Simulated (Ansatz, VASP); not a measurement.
Ta3Si3N: VASP beside Ansatz

```
CELL_PARAMETERS angstrom
5.23614 0.00000 0.00000
-2.61807 4.53463 0.00000
0.00000 0.00000 5.21128
ATOMIC_POSITIONS crystal
Ta 0.50000 0.00000 0.00000
Ta 0.00000 0.50000 0.00000
Ta 0.50000 0.50000 0.00000
Si 0.50000 0.00000 0.50000
Si 0.00000 0.50000 0.50000
Si 0.50000 0.50000 0.50000
N 0.00000 0.00000 0.00000
```

Alike in both runs: functional PBE; k mesh 6 × 6 × 4; occupations gaussian, width 0.1 eV; no spin polarisation.

Ansatz relaxed the structure, and its values are those at the end. VASP's run is a single point on that final structure, the one shown.

|  | VASP | Ansatz |
| --- | --- | --- |
| version | VASP 6.6.1 | Ansatz 0.2.0 |
| potentials or method | VASP PAW PBE potentials, release 64 (Ta_pv, Si, N), cutoff 520 eV | scalar-relativistic, plane waves, PAW |
| valence electrons in the cell | 50 | 56 |

VASP gave:

* gap on the k mesh at the Fermi level (eV): none
* pressure (GPa): 0.1

**Question.** What did Ansatz give for the same quantities?

**Answer.** gap on the k mesh at the Fermi level (eV): none; pressure (GPa): 0.0.

A gap of «none» marks a metal or a gap that the smearing closes. With one functional, cell and mesh, what is left measures potentials, basis and numerics. VASP's potentials hold 50 valence electrons a cell and Ansatz's 56, so a difference there can come from the potentials and not from the codes.

Neither program's run includes spin-orbit coupling.
